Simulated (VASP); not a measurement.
# TiSi16 (a cell with a defect) in VASP: a series of runs, part 2 of 2

VASP 6.6.1.

## (3) Single point, LDA

Contents of INCAR:

```
SYSTEM = TiSi16
ALGO = Normal ; EDIFF = 1E-7
ENCUT = 520 ; GGA = CA
ISIF = 2 ; ISMEAR = -1
LASPH = .True. ; LCHARG = .True.
LELF = .True. ; LREAL = Auto
LVHAR = .True. ; LWAVE = .False.
NBANDS = 52 ; NELM = 60
PREC = Accurate ; SIGMA = 0.02
```

Contents of KPOINTS:

```
k-points
0
Gamma
  2 2 2
  0 0 0
```

Contents of POSCAR:

```
TiSi16
1.0
    0.0000000000      5.4300000000      5.4300000000
    5.4300000000      0.0000000000      5.4300000000
    5.4300000000      5.4300000000      0.0000000000
Si Ti
16 1
Direct
    0.0063804788      0.0072830571     -0.0011683241
    0.1269578269      0.1278837937      0.1316464088
    0.0024166667      0.0033671271      0.5020113260
    0.1258970534      0.1268570902      0.6255066298
    0.0074942910      0.5015456722      0.0002246777
    0.1408374770      0.6252383978      0.1238767035
    0.0062538674      0.5002177716      0.5060015654
    0.1269174033      0.6329936464      0.6265695212
    0.5006247698      0.0083860958      0.0002455801
    0.6243207182      0.1417306630      0.1239251381
    0.4992454880      0.0071992634      0.5060443831
    0.6320459484      0.1278601289      0.6265860958
    0.5047237569      0.5056066298      0.0045441989
    0.6258126151      0.6266831492      0.1254678637
    0.5005839779      0.5015255985      0.5071854512
    0.6241909761      0.6251570902      0.6406257827
    0.7542351750      0.7551325967      0.2539729282
```

Potentials or basis: VASP PAW LDA potentials, release 64 (Si, Ti_sv).

Launch:

```sh
cat potpaw_LDA.64/Si/POTCAR potpaw_LDA.64/Ti_sv/POTCAR > POTCAR
mpirun -np 1 vasp_std > vasp.out
```

OUTCAR:

```text
SYSTEM = TiSi16
   EDIFF = 1E-7
   ENCUT = 520
   GGA = CA
   ISIF = 2
   ISMEAR = -1
   LASPH = .True.
   LREAL = Auto
   NELM = 60
   PREC = Accurate

 ion  position               nearest neighbor table
   1  0.006  0.007  0.999-   4 2.34   2 2.35   6 2.40  10 2.40  17 2.74
   2  0.127  0.128  0.132-   3 2.32   5 2.34   9 2.34   1 2.35
   3  0.002  0.003  0.502-   2 2.32  12 2.32   8 2.32   4 2.32
   4  0.126  0.127  0.626-   3 2.32   1 2.34  11 2.34   7 2.34
   5  0.007  0.502  0.000-   8 2.34   2 2.34   6 2.39  14 2.39  17 2.75
   6  0.141  0.625  0.124-  13 2.28   5 2.39   1 2.40   7 2.40  17 2.42
   7  0.006  0.500  0.506-   4 2.34   8 2.35  16 2.40   6 2.40  17 2.74
   8  0.127  0.633  0.627-   3 2.32   5 2.34  15 2.34   7 2.35
   9  0.501  0.008  0.000-  12 2.34   2 2.34  10 2.39  14 2.39  17 2.75
  10  0.624  0.142  0.124-  13 2.28   9 2.39   1 2.40  11 2.40  17 2.42
  11  0.499  0.007  0.506-   4 2.34  12 2.35  16 2.40  10 2.40  17 2.74
  12  0.632  0.128  0.627-   3 2.32   9 2.34  15 2.34  11 2.35
  13  0.505  0.506  0.005-  14 2.28  10 2.28   6 2.28  16 2.28
  14  0.626  0.627  0.125-  13 2.28   5 2.39   9 2.39  15 2.39  17 2.42
  15  0.501  0.502  0.507-  12 2.34   8 2.34  16 2.39  14 2.39  17 2.75
  16  0.624  0.625  0.641-  13 2.28  15 2.39  11 2.40   7 2.40  17 2.42
  17  0.754  0.755  0.254-  14 2.42  10 2.42   6 2.42  16 2.42   7 2.74  11 2.74   1 2.74  15 2.75
                             5 2.75   9 2.75

  LATTYP: Found a face centered cubic cell.
 ALAT       =    10.8600000000

  Lattice vectors:

 A1 = (   0.0000000000,   5.4300000000,   5.4300000000)
 A2 = (   5.4300000000,   0.0000000000,   5.4300000000)
 A3 = (   5.4300000000,   5.4300000000,   0.0000000000)

Analysis of symmetry for initial positions (statically):
=====================================================================
 Subroutine PRICEL returns:
 Original cell was already a primitive cell.

 Routine SETGRP: Setting up the symmetry group for a
 face centered cubic supercell.

 Subroutine GETGRP returns: Found  1 space group operations
 (whereof  1 operations were pure point group operations)
 out of a pool of 48 trial point group operations.

The static configuration has the point symmetry C_1 .

Analysis of symmetry for dynamics (positions and initial velocities):
[... 153 lines left out ...]
   LEPSILON=     F    determine dielectric tensor
   LRPA    =     F    only Hartree local field effects (RPA)
 non-spin polarized calculation
  energy-cutoff  :      520.00
  volume of cell :      320.21
 maximum number of plane-waves:      8646
 NGX is ok and might be reduce to    60
   NGX = 29   NGY = 29   NGZ = 29

 number of electron      76.0000003 magnetization

 Free energy of the ion-electron system (eV)
  ---------------------------------------------------
  ext. energy  EPLUGINS =         0.00000000
  ---------------------------------------------------
  free energy    TOTEN  =      -102.04163987 eV

  energy without entropy =     -102.01903180  energy(sigma->0) =     -102.03033584

 E-fermi :   6.8103     XC(G=0):  -9.9272

 val. band max:        6.7688782809   @ k =   0.5000   0.0000   0.5000
 cond. band min:       6.8327140136   @ k =   0.5000   0.5000   0.5000
 fundamental gap:      0.0638357326
 Fermi energy:         6.8102604331

 k-point     1 :       0.0000    0.0000    0.0000
  band No.  band energies     occupation
      1     -49.2754      2.00000
      2     -26.0412      2.00000
      3     -26.0408      2.00000
      4     -26.0299      2.00000
      5      -5.7686      2.00000
      6      -3.5453      2.00000
[... 413 lines left out ...]
     49       9.7393      0.00000
     50      10.4183      0.00000
 [bands above 50 left out]

------------------------ aborting loop because EDIFF is reached ----------------------------------------

  FORCE on cell =-STRESS in cart. coord.  units (eV):
  Direction    XX          YY          ZZ          XY          YZ          ZX
  --------------------------------------------------------------------------------------
  -------------------------------------------------------------------------------------
  Total        0.2429212      0.2583506      0.2409983     -0.0270287     -0.0329936     -0.0353066
  in kB        1.2154766      1.2926786      1.2058549     -0.1352405     -0.1650863     -0.1766595
  external PRESSURE =       1.2380033 kB  Pullay stress =       0.0000000 kB

 VOLUME and BASIS-vectors are now :
 -----------------------------------------------------------------------------
  energy-cutoff  :      520.00
  volume of cell :      320.21
      direct lattice vectors                 reciprocal lattice vectors
     0.000000000  5.430000000  5.430000000    -0.092081031  0.092081031  0.092081031
     5.430000000  0.000000000  5.430000000     0.092081031 -0.092081031  0.092081031
     5.430000000  5.430000000  0.000000000     0.092081031  0.092081031 -0.092081031

 POSITION                                       TOTAL-FORCE (eV/Angst)
 -----------------------------------------------------------------------------------
      5.46320      5.45830      0.07419         0.010751      0.009473     -0.000921
      1.40925      1.40422      1.38379        -0.006147     -0.005522      0.006412
      2.74421      2.73904      0.03141         0.006386      0.004975      0.006192
      4.08533      4.08012      1.37245         0.008606      0.007668      0.009439
      2.72461      0.04191      2.76409        -0.013018      0.004642      0.005358
      4.06770      1.43740      4.15979         0.008389      0.001538      0.001426
[... 9 lines left out ...]
      6.87320      6.86796      6.78396         0.000997      0.001530      0.008265
      5.47944      5.47457      8.19587        -0.021702     -0.013110     -0.023918
 -----------------------------------------------------------------------------------
    total drift:                                0.000571      0.011045     -0.004314

  FREE ENERGIE OF THE ION-ELECTRON SYSTEM (eV)
  ---------------------------------------------------
  free  energy   TOTEN  =      -102.0416398711 eV

  energy  without entropy=     -102.0190318021  energy(sigma->0) =     -102.03033584
```

OSZICAR:

```text
N       E                     dE             d eps       ncg     rms          rms(c)
DAV:   1     0.337294067627E+03    0.33729E+03   -0.30790E+04   848   0.126E+03
DAV:   2    -0.670299370558E+02   -0.40432E+03   -0.38453E+03   952   0.247E+02
DAV:   3    -0.102933849337E+03   -0.35904E+02   -0.34939E+02  1216   0.671E+01
DAV:   4    -0.105398094477E+03   -0.24642E+01   -0.24297E+01  1280   0.151E+01
DAV:   5    -0.105467210006E+03   -0.69116E-01   -0.68998E-01  1112   0.225E+00    0.188E+01
DAV:   6    -0.104316270207E+03    0.11509E+01   -0.16073E+01  1128   0.190E+01    0.145E+01
DAV:   7    -0.102983586968E+03    0.13327E+01   -0.20627E+01  1116   0.229E+01    0.957E+00
DAV:   8    -0.102161995813E+03    0.82159E+00   -0.16217E+00  1020   0.556E+00    0.299E+00
DAV:   9    -0.102043182202E+03    0.11881E+00   -0.50740E-01  1256   0.291E+00    0.556E-01
DAV:  10    -0.102041650856E+03    0.15313E-02   -0.27155E-02  1060   0.603E-01    0.365E-01
DAV:  11    -0.102041963221E+03   -0.31237E-03   -0.39879E-03  1080   0.241E-01    0.222E-01
DAV:  12    -0.102041630980E+03    0.33224E-03   -0.14770E-03  1112   0.205E-01    0.572E-02
DAV:  13    -0.102041647404E+03   -0.16424E-04   -0.15459E-04  1064   0.515E-02    0.217E-02
DAV:  14    -0.102041639749E+03    0.76546E-05   -0.28288E-05  1056   0.251E-02    0.679E-03
DAV:  15    -0.102041639890E+03   -0.14122E-06   -0.19318E-06   992   0.497E-03    0.235E-03
DAV:  16    -0.102041639871E+03    0.19387E-07   -0.10603E-07   656   0.149E-03
   1 F= -.10204164E+03 E0= -.10203034E+03  d E =-.226081E-01
```

It took 3.7 min on 1 thread of AMD EPYC 9R45 (Zen 5), shared host; peak memory 0.35 GiB.

What came out:

| Property | Result |
| --- | --- |
| Free energy | -102.0416 eV |
| Pressure | 0.1 GPa |
| Largest force | 0.035 eV/Å |
| Band gap on the k mesh | zero (band 38 reaches 6.84 eV, above the bottom of band 39 at 6.45 eV) |

Forces on the atoms (eV/Å):
```
Si   0.011  0.009 -0.001
Si  -0.006 -0.006  0.006
Si   0.006  0.005  0.006
Si   0.009  0.008  0.009
Si  -0.013  0.005  0.005
Si   0.008  0.002  0.001
Si   0.011 -0.001  0.011
Si  -0.006  0.006 -0.004
Si   0.005 -0.014  0.006
Si   0.000  0.010  0.000
Si   0.000  0.009  0.011
Si   0.007 -0.006 -0.006
Si  -0.007 -0.007 -0.007
Si  -0.011 -0.012 -0.011
Si   0.006  0.005 -0.014
Si   0.001  0.002  0.008
Ti  -0.022 -0.013 -0.024
```

Caveat: the k points lie up to 0.50 Å⁻¹ apart.

## (4) Single point, LDA

Contents of INCAR:

```
  PREC = Accurate
  ENCUT = 520
  EDIFF = 1E-6
  ISMEAR = -1
  SIGMA = 0.02
  LREAL = Auto
  LASPH = True
  NELM = 100
  ALGO = Normal
  ISIF = 2
  LWAVE = False
  LCHARG = False
  GGA = CA
  NBANDS = 52
```

Contents of KPOINTS:

```
Automatic mesh
0
Gamma
  2 2 2
```

Contents of POSCAR:

```
TiSi16
1.0
    0.0000000000      5.4300000000      5.4300000000
    5.4300000000      0.0000000000      5.4300000000
    5.4300000000      5.4300000000      0.0000000000
Si Ti
16 1
Direct
    0.0030870166      0.0025768877     -0.0092185083
    0.1271060773      0.1265952118      0.1129806630
    0.0064052486      0.0060601289      0.4871231123
    0.1264186004      0.1258476980      0.6208255985
    0.0073479742      0.5003658379     -0.0089842541
    0.1270864641      0.6323857274      0.1130069061
    0.0066591160      0.4992753223      0.4871012891
    0.1406233886      0.6241296501      0.6100042357
    0.5008790055      0.0069497238     -0.0091432781
    0.6328694291      0.1266031308      0.1129801105
    0.4998807551      0.0061827808      0.4871043278
    0.6246116943      0.1403927256      0.6098579190
    0.5008363720      0.5003682320     -0.0088906998
    0.6255932781      0.6250976980      0.1233284530
    0.5044391344      0.5042735727      0.4866687845
    0.6248324125      0.6242464088      0.6100705341
    0.7540687845      0.7537715470      0.7378030387
```

Launch:

```sh
cat potpaw_LDA.64/Si/POTCAR potpaw_LDA.64/Ti_sv/POTCAR > POTCAR
mpirun -np 1 vasp_std > vasp.out
```

Run time: 3 min. Hardware: 1 thread of AMD EPYC 9R45 (Zen 5), shared host; peak memory 0.36 GiB.

It converged, with:

```yaml
Free_energy: -102.0420 eV
Pressure: 0.1 GPa
Largest_force: 0.045 eV/Å
Band_gap_on_the_k_mesh: zero (band 38 reaches 6.84 eV, above the bottom of band 39 at 6.44 eV)
```

Forces in eV/Å, atoms in the order of the input:
```
Si   0.009  0.009 -0.009
Si   0.020  0.020  0.016
Si  -0.014 -0.013  0.007
Si  -0.027 -0.026  0.025
Si   0.000  0.014 -0.002
Si  -0.018  0.023 -0.022
Si  -0.004 -0.014  0.012
Si   0.001 -0.002  0.001
Si   0.016  0.002 -0.002
Si   0.023 -0.017 -0.020
Si  -0.015 -0.005  0.012
Si   0.001 -0.001  0.002
Si   0.000  0.002 -0.014
Si   0.011  0.009 -0.009
Si   0.001  0.002 -0.002
Si   0.001  0.000  0.004
Ti  -0.003 -0.002  0.001
```

Levels at points of the mesh, in eV from the Fermi level:
```csv
k point,band 34,band 35,band 36,band 37,band 38,band 39,band 40,band 41
"(0.00, 0.00, 0.00)",-0.95,-0.95,-0.95,-0.38,-0.37,-0.37,-0.11,-0.11
"(0.50, 0.00, 0.00)",-1.93,-1.30,-1.30,-0.28,0.03,0.05,0.44,0.44
"(0.00, 0.50, 0.00)",-1.93,-1.30,-1.30,-0.28,0.03,0.04,0.44,0.44
"(0.00, 0.00, 0.50)",-1.94,-1.30,-1.30,-0.29,0.02,0.03,0.44,0.45
"(0.50, 0.50, 0.50)",-1.93,-1.30,-1.30,-0.28,0.03,0.05,0.44,0.44
"(0.50, 0.50, 0.00)",-1.94,-1.94,-1.82,-0.72,-0.04,0.57,0.58,1.08
"(0.00, 0.50, 0.50)",-1.94,-1.94,-1.82,-0.72,-0.04,0.57,0.57,1.08
"(0.50, 0.00, 0.50)",-1.94,-1.94,-1.82,-0.72,-0.04,0.57,0.57,1.08
```

Caveat: the k points lie up to 0.50 Å⁻¹ apart.
